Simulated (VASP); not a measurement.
# TaN (P-6m2) in VASP: further runs, part 2 of 2

VASP 6.6.1. Earlier steps stand in the parts before.

**3. Electric field gradients, PBE**

This run uses another cell than the first one, of 10.78 Å³/atom, 1.031 times its volume.

INCAR

```
  PREC = Accurate
  ENCUT = 520
  EDIFF = 1E-8
  ISMEAR = -1
  SIGMA = 0.02
  LREAL = False
  LASPH = True
  NELM = 60
  ALGO = Normal
  ISIF = 2
  LWAVE = False
  LCHARG = False
  GGA = PE
  LEFG = True
  NBANDS = 15
```

KPOINTS

```
Automatic mesh
0
Gamma
  12 12 10
```

POSCAR

```
TaN
1.0
    2.9379988584      0.0000000000      0.0000000000
   -1.4689994292      2.5443816477      0.0000000000
    0.0000000000      0.0000000000      2.8830000000
Ta N
1 1
Direct
    0.3333333333      0.6666666667      0.5000000000
    0.0000000000      0.0000000000      0.0000000000
```

Potentials or basis: VASP PAW PBE potentials, release 64 (Ta_pv, N).

Started as:

```console
$ cat potpaw_PBE.64/Ta_pv/POTCAR potpaw_PBE.64/N/POTCAR > POTCAR
$ mpirun -np 1 vasp_std > vasp.out
```

OUTCAR:

```text
PREC = Accurate
   ENCUT = 520
   EDIFF = 1E-8
   ISMEAR = -1
   LREAL = False
   LASPH = True
   NELM = 60
   ISIF = 2
   GGA = PE

 ion  position               nearest neighbor table
   1  0.333  0.667  0.500-   2 2.23   2 2.23   2 2.23   2 2.23   2 2.23   2 2.23
   2  0.000  0.000  0.000-   1 2.23   1 2.23   1 2.23   1 2.23   1 2.23   1 2.23

  LATTYP: Found a hexagonal cell.
 ALAT       =     2.9379988584
 C/A-ratio  =     0.9812801635

  Lattice vectors:

 A1 = (   2.9379988584,   0.0000000000,   0.0000000000)
 A2 = (  -1.4689994292,   2.5443816477,   0.0000000000)
 A3 = (   0.0000000000,   0.0000000000,   2.8830000000)

Analysis of symmetry for initial positions (statically):
=====================================================================
 Subroutine PRICEL returns:
 Original cell was already a primitive cell.

 Routine SETGRP: Setting up the symmetry group for a
 hexagonal supercell.

 Subroutine GETGRP returns: Found 12 space group operations
 (whereof 12 operations were pure point group operations)
 out of a pool of 24 trial point group operations.

The static configuration has the point symmetry D_3h.

Analysis of symmetry for dynamics (positions and initial velocities):
=====================================================================
 Subroutine PRICEL returns:
 Original cell was already a primitive cell.

 Routine SETGRP: Setting up the symmetry group for a
 hexagonal supercell.

 Subroutine GETGRP returns: Found 12 space group operations
 (whereof 12 operations were pure point group operations)
 out of a pool of 24 trial point group operations.

[... 575 lines left out ...]
      5       0.7043      2.00000
      6       3.2274      2.00000
      7       4.5898      2.00000
      8       5.5488      2.00000
      9      10.9071      0.00000
     10      11.2421      0.00000
     11      12.8109      0.00000
     12      13.2698      0.00000
     13      15.3390      0.00000
     14      21.3993      0.00000
     15      21.6511      0.00000

 [... further k-points ...]

------------------------ aborting loop because EDIFF is reached ----------------------------------------

  FORCE on cell =-STRESS in cart. coord.  units (eV):
  Direction    XX          YY          ZZ          XY          YZ          ZX
  --------------------------------------------------------------------------------------
  -------------------------------------------------------------------------------------
  Total        0.6700681      0.6700681      0.8378890      0.0000000     -0.0000000      0.0000000
  in kB       49.8139538     49.8139538     62.2900320      0.0000000     -0.0000000      0.0000000
  external PRESSURE =      53.9726466 kB  Pullay stress =       0.0000000 kB

 VOLUME and BASIS-vectors are now :
 -----------------------------------------------------------------------------
  energy-cutoff  :      520.00
  volume of cell :       21.55
      direct lattice vectors                 reciprocal lattice vectors
     2.937998858  0.000000000  0.000000000     0.340367729  0.196511400  0.000000000
    -1.468999429  2.544381648  0.000000000     0.000000000  0.393022800  0.000000000
     0.000000000  0.000000000  2.883000000     0.000000000  0.000000000  0.346860909

 POSITION                                       TOTAL-FORCE (eV/Angst)
 -----------------------------------------------------------------------------------
     -0.00000      1.69625      1.44150         0.000000     -0.000000      0.000000
      0.00000      0.00000      0.00000        -0.000000      0.000000      0.000000
 -----------------------------------------------------------------------------------
    total drift:                                0.000000     -0.000000     -0.000000

  FREE ENERGIE OF THE ION-ELECTRON SYSTEM (eV)
  ---------------------------------------------------
  free  energy   TOTEN  =       -22.4406326785 eV

  energy  without entropy=      -22.4405439468  energy(sigma->0) =      -22.44058831

 Electric field gradients (V/A^2)
---------------------------------------------------------------------
 ion       V_xx      V_yy      V_zz      V_xy      V_xz      V_yz
---------------------------------------------------------------------
   1      -9.916    -9.916    19.832     0.000     0.000    -0.000
   2      -0.318    -0.317     0.635     0.001    -0.000     0.000
---------------------------------------------------------------------

 Electric field gradients after diagonalization (V/A^2)
 (convention: |V_zz| > |V_xx| > |V_yy|)
----------------------------------------------------------------------
 ion       V_xx      V_yy      V_zz     asymmetry (V_yy - V_xx)/ V_zz
----------------------------------------------------------------------
   1      -9.917    -9.916    19.832       0.000
   2      -0.319    -0.317     0.635       0.004
----------------------------------------------------------------------

           NMR quadrupolar parameters

 Cq : quadrupolar parameter    Cq=e*Q*V_zz/h
 eta: asymmetry parameters     (V_yy - V_xx)/ V_zz
 Q  : nuclear electric quadrupole moment in mb (millibarn)
----------------------------------------------------------------------
 ion       Cq(MHz)       eta       Q (mb)
----------------------------------------------------------------------
   1       0.048       0.000       1.000
   2       0.002       0.004       1.000
----------------------------------------------------------------------
```

stdout:

```text
POSCAR found type information on POSCAR TaN
 POSCAR found :  2 types and       2 ions
 scaLAPACK will be used
 LDA part: xc-table for (Slater+PW92), standard interpolation
 POSCAR, INCAR and KPOINTS ok, starting setup
 FFT: planning ... GRIDC
 FFT: planning ... GRID_SOFT
 FFT: planning ... GRID
 WAVECAR not read
 entering main loop
ion   1

ion   2
```

Wall time 48 s (1 thread of Intel Xeon 8259CL, shared host); peak memory 0.17 GiB.

Results:

```
Free energy            : -22.4406 eV
Pressure               : 5.4 GPa
Band gap on the k mesh : zero (band 8 reaches 8.67 eV, above the bottom of band 9 at 8.17 eV)
```

Stress tensor (GPa, compression positive):
```
4.98 0.00 0.00
0.00 4.98 0.00
0.00 0.00 6.23
```

Electric field gradients, principal values (V/Å²):
```tsv
atom	least	middle	greatest (by size)
1 Ta	-9.916	-9.917	19.832
2 N	-0.317	-0.319	0.635
```

Caveat: without QUAD_EFG the Cq values of the log hold for a quadrupole moment of 1 mb, not for the nuclei; spin-orbit coupling is left out, which moves the levels of the heavy elements.

**4. Electric field gradients, PBE (volume scaled by 1.04)**

INCAR

```
PREC     = Accurate       # precision mode
ENCUT    = 520            # plane-wave cutoff, eV
EDIFF    = 1E-8           # SCF threshold, eV
ISMEAR   = -1             # smearing method
SIGMA    = 0.02           # smearing width, eV
LREAL    = False          # projectors in reciprocal space
LASPH    = True           # aspherical terms in the spheres
NELM     = 60             # most SCF steps
ALGO     = Normal         # electronic algorithm
ISIF     = 2              # what is computed and relaxed
LWAVE    = False          # write WAVECAR
LCHARG   = False          # write CHGCAR
GGA      = PE             # functional
LEFG     = True         
NBANDS   = 15             # bands
```

KPOINTS

```
regular mesh
0
Gamma
  12 12 10
```

POSCAR

```
TaN
1.0
    2.9766611718      0.0000000000      0.0000000000
   -1.4883305859      2.5778641933      0.0000000000
    0.0000000000      0.0000000000      2.9209385612
Ta N
1 1
Direct
    0.3333333333      0.6666666667      0.5000000000
    0.0000000000      0.0000000000      0.0000000000
```

Potentials or basis: VASP PAW PBE potentials, release 64 (Ta_pv, N).

Started as:

```console
$ cat potpaw_PBE.64/Ta_pv/POTCAR potpaw_PBE.64/N/POTCAR > POTCAR
$ mpirun -np 1 vasp_std > vasp.out
```

OUTCAR:

```text
PREC = Accurate
   ENCUT = 520
   EDIFF = 1E-8
   ISMEAR = -1
   LREAL = False
   LASPH = True
   NELM = 60
   ISIF = 2
   GGA = PE

 ion  position               nearest neighbor table
   1  0.333  0.667  0.500-   2 2.26   2 2.26   2 2.26   2 2.26   2 2.26   2 2.26
   2  0.000  0.000  0.000-   1 2.26   1 2.26   1 2.26   1 2.26   1 2.26   1 2.26

  LATTYP: Found a hexagonal cell.
 ALAT       =     2.9766611718
 C/A-ratio  =     0.9812801635

  Lattice vectors:

 A1 = (   2.9766611718,   0.0000000000,   0.0000000000)
[... 645 lines left out ...]
  ---------------------------------------------------
  free  energy   TOTEN  =       -22.4339293043 eV

  energy  without entropy=      -22.4338378236  energy(sigma->0) =      -22.43388356

 Electric field gradients (V/A^2)
---------------------------------------------------------------------
 ion       V_xx      V_yy      V_zz      V_xy      V_xz      V_yz
---------------------------------------------------------------------
   1     -12.230   -12.230    24.460     0.000     0.000    -0.000
   2      -0.604    -0.603     1.208     0.001    -0.000    -0.000
---------------------------------------------------------------------

 Electric field gradients after diagonalization (V/A^2)
 (convention: |V_zz| > |V_xx| > |V_yy|)
----------------------------------------------------------------------
 ion       V_xx      V_yy      V_zz     asymmetry (V_yy - V_xx)/ V_zz
----------------------------------------------------------------------
   1     -12.230   -12.230    24.460       0.000
   2      -0.605    -0.603     1.208       0.002
----------------------------------------------------------------------

           NMR quadrupolar parameters

 Cq : quadrupolar parameter    Cq=e*Q*V_zz/h
 eta: asymmetry parameters     (V_yy - V_xx)/ V_zz
 Q  : nuclear electric quadrupole moment in mb (millibarn)
----------------------------------------------------------------------
 ion       Cq(MHz)       eta       Q (mb)
----------------------------------------------------------------------
   1       0.059       0.000       1.000
   2       0.003       0.002       1.000
----------------------------------------------------------------------
```

stdout:

```text
POSCAR found type information on POSCAR TaN
 POSCAR found :  2 types and       2 ions
 scaLAPACK will be used
 LDA part: xc-table for (Slater+PW92), standard interpolation
 POSCAR, INCAR and KPOINTS ok, starting setup
 FFT: planning ... GRIDC
 FFT: planning ... GRID_SOFT
 FFT: planning ... GRID
 WAVECAR not read
 entering main loop
ion   1

ion   2
```

Wall time 47 s (1 thread of Intel Xeon 8259CL, shared host); peak memory 0.17 GiB.

Results:

* Free energy: -22.4339 eV
* Pressure: -7.7 GPa
* Band gap on the k mesh: zero (band 8 reaches 8.25 eV, above the bottom of band 9 at 7.77 eV)

Stress tensor (GPa, compression positive):
```
-7.58  0.00  0.00
 0.00 -7.58  0.00
 0.00  0.00 -7.84
```

Electric field gradients, principal values (V/Å²):
| atom | least | middle | greatest (by size) |
| --- | --- | --- | --- |
| 1 Ta | -12.230 | -12.230 | 24.460 |
| 2 N | -0.603 | -0.605 | 1.208 |

Caveat: the cell differs from its parent crystal (volume scaled by 1.04); without QUAD_EFG the Cq values of the log hold for a quadrupole moment of 1 mb, not for the nuclei; spin-orbit coupling is left out, which moves the levels of the heavy elements.

**5. Electric field gradients, PBE (volume scaled by 1.04)**

INCAR

```
SYSTEM = TaN
ALGO = Normal
EDIFF = 1E-8
ENCUT = 520
GGA = PE
ISIF = 2
ISMEAR = -1
LASPH = .True.
LCHARG = .False.
LEFG = .True.
LREAL = .False.
LWAVE = .False.
NBANDS = 15
NELM = 60
PREC = Accurate
SIGMA = 0.02
```

KPOINTS

```
k-points
0
Gamma
  12 12 10
  0 0 0
```

POSCAR is that of step 4.

Potentials or basis: VASP PAW PBE potentials, release 64 (Ta_pv, N).

Started as:

```console
$ cat potpaw_PBE.64/Ta_pv/POTCAR potpaw_PBE.64/N/POTCAR > POTCAR
$ mpirun -np 1 vasp_std > vasp.out
```

OUTCAR:

```text
SYSTEM = TaN
   EDIFF = 1E-8
   ENCUT = 520
   GGA = PE
   ISIF = 2
   ISMEAR = -1
   LASPH = .True.
   LREAL = .False.
   NELM = 60
   PREC = Accurate

 ion  position               nearest neighbor table
   1  0.333  0.667  0.500-   2 2.26   2 2.26   2 2.26   2 2.26   2 2.26   2 2.26
   2  0.000  0.000  0.000-   1 2.26   1 2.26   1 2.26   1 2.26   1 2.26   1 2.26

  LATTYP: Found a hexagonal cell.
 ALAT       =     2.9766611718
 C/A-ratio  =     0.9812801635

  Lattice vectors:

 A1 = (   2.9766611718,   0.0000000000,   0.0000000000)
 A2 = (  -1.4883305859,   2.5778641933,   0.0000000000)
 A3 = (   0.0000000000,   0.0000000000,   2.9209385612)

Analysis of symmetry for initial positions (statically):
=====================================================================
 Subroutine PRICEL returns:
 Original cell was already a primitive cell.

 Routine SETGRP: Setting up the symmetry group for a
 hexagonal supercell.
[... 621 lines left out ...]
  volume of cell :       22.41
      direct lattice vectors                 reciprocal lattice vectors
     2.976661172  0.000000000  0.000000000     0.335946869  0.193959015  0.000000000
    -1.488330586  2.577864193  0.000000000     0.000000000  0.387918030  0.000000000
     0.000000000  0.000000000  2.920938561     0.000000000  0.000000000  0.342355712

 POSITION                                       TOTAL-FORCE (eV/Angst)
 -----------------------------------------------------------------------------------
     -0.00000      1.71858      1.46047        -0.000000      0.000000      0.000000
      0.00000      0.00000      0.00000         0.000000     -0.000000      0.000000
 -----------------------------------------------------------------------------------
    total drift:                                0.000000     -0.000000     -0.000000

  FREE ENERGIE OF THE ION-ELECTRON SYSTEM (eV)
  ---------------------------------------------------
  free  energy   TOTEN  =       -22.4339293043 eV

  energy  without entropy=      -22.4338378236  energy(sigma->0) =      -22.43388356

 Electric field gradients (V/A^2)
---------------------------------------------------------------------
 ion       V_xx      V_yy      V_zz      V_xy      V_xz      V_yz
---------------------------------------------------------------------
   1     -12.230   -12.230    24.460     0.000     0.000    -0.000
   2      -0.604    -0.603     1.208     0.001    -0.000    -0.000
---------------------------------------------------------------------

 Electric field gradients after diagonalization (V/A^2)
 (convention: |V_zz| > |V_xx| > |V_yy|)
----------------------------------------------------------------------
 ion       V_xx      V_yy      V_zz     asymmetry (V_yy - V_xx)/ V_zz
----------------------------------------------------------------------
   1     -12.230   -12.230    24.460       0.000
   2      -0.605    -0.603     1.208       0.002
----------------------------------------------------------------------

           NMR quadrupolar parameters

 Cq : quadrupolar parameter    Cq=e*Q*V_zz/h
 eta: asymmetry parameters     (V_yy - V_xx)/ V_zz
 Q  : nuclear electric quadrupole moment in mb (millibarn)
----------------------------------------------------------------------
 ion       Cq(MHz)       eta       Q (mb)
----------------------------------------------------------------------
   1       0.059       0.000       1.000
   2       0.003       0.002       1.000
----------------------------------------------------------------------
```

stdout:

```text
POSCAR found type information on POSCAR TaN
 POSCAR found :  2 types and       2 ions
 scaLAPACK will be used
 LDA part: xc-table for (Slater+PW92), standard interpolation
 POSCAR, INCAR and KPOINTS ok, starting setup
 FFT: planning ... GRIDC
 FFT: planning ... GRID_SOFT
 FFT: planning ... GRID
 WAVECAR not read
 entering main loop
ion   1

ion   2
```

It took 53 s on 1 thread of Intel Xeon 8259CL, shared host; peak memory 0.17 GiB.

What came out:

| Quantity | Value |
| --- | --- |
| Free energy | -22.4339 eV |
| Pressure | -7.7 GPa |
| Band gap on the k mesh | zero (band 8 reaches 8.25 eV, above the bottom of band 9 at 7.77 eV) |

Electric field gradients, principal values (V/Å²):
| atom | least | middle | greatest (by size) |
| --- | --- | --- | --- |
| 1 Ta | -12.230 | -12.230 | 24.460 |
| 2 N | -0.603 | -0.605 | 1.208 |

Caveat: the cell differs from its parent crystal (volume scaled by 1.04); without QUAD_EFG the Cq values of the log hold for a quadrupole moment of 1 mb, not for the nuclei; spin-orbit coupling is left out, which moves the levels of the heavy elements.

**6. Summary**

| cell | gap on the mesh (eV) | pressure (GPa) |
| --- | --- | --- |
| a = 2.908, b = 2.908, c = 2.854 Å, angles 90.0, 90.0, 120.0°, 2 atoms | none | 17.2 |
| a = 2.938, b = 2.938, c = 2.883 Å, angles 90.0, 90.0, 120.0°, 2 atoms | none | 5.4 |
| a = 2.977, b = 2.977, c = 2.921 Å, angles 90.0, 90.0, 120.0°, 2 atoms | none | -7.7 |

Alike in all rows: task electric field gradients; level PBE; potentials or basis VASP PAW PBE potentials, release 64 (Ta_pv, N); no spin polarisation; k mesh 12 × 12 × 10; cutoff (eV) 520; smearing fermi-dirac 0.02 eV.

Caveats: spin-orbit coupling is left out, which moves the levels of the heavy elements.

Total energies depend on the potentials used, so only differences within one code and one set of settings carry meaning.
